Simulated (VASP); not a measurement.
V:

```
CELL_PARAMETERS angstrom
-1.51435 1.51435 1.51435
1.51435 -1.51435 1.51435
1.51435 1.51435 -1.51435
ATOMIC_POSITIONS crystal
V 0.00000 0.00000 0.00000
```

- Program: VASP 6.6.1
- Task: relaxation of cell and atoms
- Functional: PBEsol
- Potentials or basis: VASP PAW PBE potentials, release 64 (V_sv)
- Cutoff: 600 eV
- k mesh: 12 × 12 × 12
- Occupations: fermi-dirac, width 0.05 eV
- Spin: collinear spin, ferromagnetic start
- Starting moments: [2.0] μB

At the start: pressure -11.9 GPa; volume 13.89 Å³/atom.

**Question.** How do energy, volume and symmetry change on relaxing?

**Answer.** Over 4 steps the energy falls by 37.1 meV/atom and the volume is 12.94 Å³/atom (-6.8 %); space group Im-3m (No. 229, to 0.05 Å); moment 0.00 μB per cell.

Step by step:
```csv
step,energy change (eV),largest force (eV/Å),pressure (GPa),volume (Å³)
1,0.0000,0.0000,-11.93,13.89
2,0.0187,0.0000,18.52,11.91
3,-0.0371,0.0000,-0.22,12.96
4,-0.0371,0.0000,0.05,12.94
```

Final structure:
```xyz
1
Lattice="-1.4791 1.4791 1.4791 1.4791 -1.4791 1.4791 1.4791 1.4791 -1.4791" Properties=species:S:1:pos:R:3 pbc="T T T"
V     2.9582    0.0000    0.0000
```

Caveat: the PAW data sets were made with another functional, which shifts forces and pressure a little.
